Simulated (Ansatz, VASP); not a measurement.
This is a calculation of Pb for VASP 6.6.1.

File INCAR:

```
SYSTEM = Pb
ALGO = Fast
EDIFF = 1E-6
ENCUT = 520
GGA = PS
ISIF = 2
ISMEAR = -1
IVDW = 13
LASPH = .TRUE.
LCHARG = .TRUE.
LELF = .TRUE.
LREAL = .FALSE.
LVHAR = .TRUE.
LWAVE = .FALSE.
NBANDS = 13
NELM = 100
PREC = Accurate
SIGMA = 0.05
```

File KPOINTS:

```
k-points
0
G
  9 9 9
  0 0 0
```

Contents of POSCAR:

```
Pb
1.0
    0.0000000000      2.4914113386      2.4914113386
    2.4914113386      0.0000000000      2.4914113386
    2.4914113386      2.4914113386      0.0000000000
Pb
1
Direct
    0.0000000000      0.0000000000      0.0000000000
```

Potentials or basis: VASP PAW PBE potentials, release 64 (Pb_d).

Command:

```bash
$ cat potpaw_PBE.64/Pb_d/POTCAR > POTCAR
$ mpirun -np 1 vasp_std > vasp.out
```

Q: Set up the same calculation for Ansatz 0.2.0. Potentials there: Ansatz PAW.

A: As run (the cutoff follows the program's own potentials):

File input.yaml:

```yaml
crystal:
  lattice:
    - [0.0, 2.4914113386, 2.4914113386]
    - [2.4914113386, 0.0, 2.4914113386]
    - [2.4914113386, 2.4914113386, 0.0]
  atoms:
    - { symbol: Pb, position: [0.0, 0.0, 0.0] }
hamiltonian:
  xc: pbesol
  pseudopotentials: { kind: paw }
  dispersion: d4
kpoints:
  mp_grid: { grid: [9, 9, 9] }
scf:
  occupations: { method: fermi_dirac, width: 0.05 }
output:
  forces: true
  stress: true
  eigenvalues: true
```

Potentials or basis: Ansatz PAW.

Run with:

```sh
$ ansatz run input.yaml --threads 2 --pin off --max-ram 5120MiB --backend cpu --events-out ev --progress --plain --runs-dir out
```

Both were run:

|  | VASP | Ansatz | Ansatz less VASP |
| --- | --- | --- | --- |
| gap on the k mesh at the Fermi level (eV) | none | none | - |
| pressure (GPa) | -2.8 | -2.7 | +0.04 |

VASP's potentials were made for PBE, not for PBEsol. A gap of «none» marks a metal or a gap that the smearing closes.

Neither program's run includes spin-orbit coupling.
